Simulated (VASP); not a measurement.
A run of VASP 6.6.1 is set up as follows.

Contents of INCAR:

```
PREC = Accurate ; ENCUT = 520
EDIFF = 1E-6 ; ISMEAR = 0
SIGMA = 0.1 ; LREAL = F
LASPH = T ; NELM = 100
ALGO = Normal ; ISIF = 2
LWAVE = F ; LCHARG = T
GGA = PS ; LELF = T
LVHAR = T ; NBANDS = 48
```

File KPOINTS:

```
Automatic mesh
0
Gamma
  12 12 2
```

File POSCAR:

```
TiAl
1.0
    2.8394269381     -0.0000000689      0.0006254159
   -0.0000000689      2.8394269381      0.0006254159
   14.1961859198     14.1961859198     20.2653938049
Al Ti
5 5
Direct
    0.3822604447      0.3822604447      0.0235728177
    0.3874511736      0.3874511736      0.1225611801
    0.3911738505      0.3911738505      0.2218501069
    0.3948965274      0.3948965274      0.3211390337
    0.4000872563      0.4000872563      0.4201273962
    0.4035616525      0.4035616525      0.5193939342
    0.3982565276      0.3982565276      0.6204585765
    0.3911738505      0.3911738505      0.7218501069
    0.3840911735      0.3840911735      0.8232416374
    0.3787860486      0.3787860486      0.9243062796
```

Potentials or basis: VASP PAW PBE potentials, release 64 (Al, Ti_sv).

The run is started by

```bash
$ cat potpaw_PBE.64/Al/POTCAR potpaw_PBE.64/Ti_sv/POTCAR > POTCAR
$ mpirun -np 1 vasp_std > vasp.out
```

(1) Predict the largest force.

(2) Predict the pressure.

Results:

(1) 0.013 eV/Å.

(2) -0.1 GPa.

Caveat: the PAW data sets were made with another functional, which shifts forces and pressure a little.
